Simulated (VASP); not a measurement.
## Ta (a cell with a defect): single point with PBE+D3(BJ)

System: Ta (a cell with a defect).

```
Ta
1.0
    -4.95384    4.95384    4.95384
     3.30256   -3.30256    3.30256
     3.30256    3.30256   -3.30256
Ta
11
Direct
  0.00000 0.00000 0.50000
  0.00000 0.50000 0.00000
  0.00000 0.50000 0.50000
  0.31428 0.01079 0.01079
  0.33533 0.98796 0.51343
  0.33533 0.51343 0.98796
  0.31887 0.46424 0.46424
  0.68572 0.98921 0.98921
  0.66467 0.01204 0.48657
  0.66467 0.48657 0.01204
  0.68113 0.53576 0.53576
```

```json
{
  "Program": "VASP 6.6.1",
  "Task": "single point",
  "Functional": "PBE",
  "Dispersion": "D3(BJ)",
  "Potentials or basis": "VASP PAW PBE potentials, release 64 (Ta_pv)",
  "Cutoff": "400 eV",
  "k mesh": "2 × 3 × 3",
  "Occupations": "fermi-dirac, width 0.1 eV",
  "Spin": "no spin polarisation",
  "Dipole correction": "no",
  "Further INCAR settings": "ALGO = Normal; EDIFF = 1e-06; NBANDS = 72"
}
```

| Item | Value |
| --- | --- |
| Pressure | -7.5 GPa |
| Largest force | 0.074 eV/Å |
| Band gap on the k mesh | zero (an odd number of electrons rules out a gap without spin polarisation) |
| Dispersion energy per atom | -0.606 eV |

Forces in eV/Å, atoms in the order of the input:
```
Ta   0.000  0.000  0.000
Ta   0.000  0.000  0.000
Ta   0.000  0.000  0.000
Ta  -0.038 -0.044 -0.044
Ta  -0.007 -0.015 -0.014
Ta  -0.007 -0.014 -0.015
Ta   0.036 -0.008 -0.008
Ta   0.038  0.044  0.044
Ta   0.007  0.015  0.014
Ta   0.007  0.014  0.015
Ta  -0.036  0.008  0.008
```

Stress tensor (GPa, compression positive):
```
-6.83  0.03  0.03
 0.03 -7.84  0.16
 0.03  0.16 -7.84
```

Levels at points of the mesh, in eV from the Fermi level:
```
           k point  band 56  band 57  band 58  band 59  band 60  band 61  band 62  band 63
(0.00, 0.00, 0.00)    -0.12    -0.05    -0.01     0.05     0.12     0.31     0.43     1.46
(0.50, 0.00, 0.00)    -0.35    -0.09     0.02     0.02     0.14     0.24     0.25     0.79
```

Run time: 2.6 min on 1 thread of Intel(R) Xeon(R) Platinum 8259CL CPU @ 2.50GHz (Skylake/Cascade Lake), with other jobs on the host, peak memory 0.29 GiB.

Caveat: the k points lie up to 0.45 Å⁻¹ apart, too coarse for converged energies and pressures of a metal; three body term missing; spin-orbit coupling is left out, which moves the levels of the heavy elements.
